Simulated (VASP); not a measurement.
## Li: single point with PBE

Crystal: Li.

```xyz
16
Lattice="5.6937 0.5169 -0.2829 0.5169 5.7156 -0.0958 -0.2829 -0.0958 6.0772" Properties=species:S:1:pos:R:3 pbc="T T T"
Li   -0.5263   -0.4080    0.1176
Li    2.1813   -0.7036    0.0768
Li   -0.0059    2.2653    1.0663
Li    0.0901   -0.6579    3.7384
Li    1.8093    0.8989    2.2688
Li    3.2233    2.6291    0.2866
Li    2.6148    0.1045    4.1060
Li    4.1439    1.0551    1.8886
Li   -0.1243    2.1737    3.2337
Li    1.2785    4.0200    1.3927
Li    0.8673    1.3421    5.2826
Li    3.1528    2.9037    2.6788
Li    4.4151    4.6302    2.0065
Li    4.1274    1.7361    4.5928
Li    1.5025    3.4855    4.7502
Li    3.9975    4.0725    5.2827
```

```json
{
 "Program": "VASP 6.6.1",
 "Task": "single point",
 "Functional": "PBE",
 "Potentials or basis": "VASP PAW PBE potentials, release 64 (Li_sv)",
 "Cutoff": "520 eV",
 "k mesh": "2 × 2 × 2",
 "Occupations": "fermi-dirac, width 0.1 eV",
 "Spin": "no spin polarisation"
}
```

```yaml
Largest_force: 2.222 eV/Å
Band_gap_on_the_k_mesh: zero (band 24 reaches 2.51 eV, above the bottom of band 25 at 2.09 eV)
```

Forces on the atoms (eV/Å):
```
Li   0.104  0.200  0.190
Li  -0.252  1.763  1.330
Li   0.201 -0.262 -0.550
Li  -0.216  0.263 -0.255
Li  -0.711 -0.135 -0.679
Li  -0.557 -1.291  0.627
Li   0.173 -0.117 -0.262
Li   0.499 -0.419 -0.750
Li   0.498  0.241  0.566
Li   0.318  0.136  0.733
Li   0.489 -0.132  0.414
Li  -1.155  0.795  0.880
Li  -0.287 -0.077  0.006
Li  -0.236 -0.125 -0.286
Li  -0.578 -0.723 -0.971
Li   1.711 -0.118 -0.993
```

Levels at points of the mesh, in eV from the Fermi level:
```tsv
k point	band 22	band 23	band 24	band 25	band 26	band 27
(0.00, 0.00, 0.00)	-0.79	-0.70	-0.19	0.07	0.52	0.84
(0.50, 0.00, 0.00)	-0.66	-0.57	-0.13	0.20	0.50	1.28
(0.00, 0.50, 0.00)	-0.68	-0.60	-0.42	-0.10	0.59	0.92
(0.50, 0.50, 0.00)	-0.50	-0.31	-0.20	0.10	0.87	1.06
(0.00, 0.00, 0.50)	-0.44	-0.30	-0.16	-0.11	0.00	0.64
(0.50, 0.00, 0.50)	-0.29	-0.23	0.31	0.46	0.64	1.20
(0.00, 0.50, 0.50)	-0.47	-0.20	0.09	0.38	0.85	1.28
(0.50, 0.50, 0.50)	-1.61	-1.48	-1.37	2.03	2.13	2.27
```

Run time: 54 s on 1 thread of AMD EPYC 9R45 96-Core Processor (Zen 5) (shared host), peak memory 0.28 GiB.

Caveat: the k points lie up to 0.56 Å⁻¹ apart; forces of over 1 eV/Å act on the atoms, so gaps and moduli don't describe the material at rest.
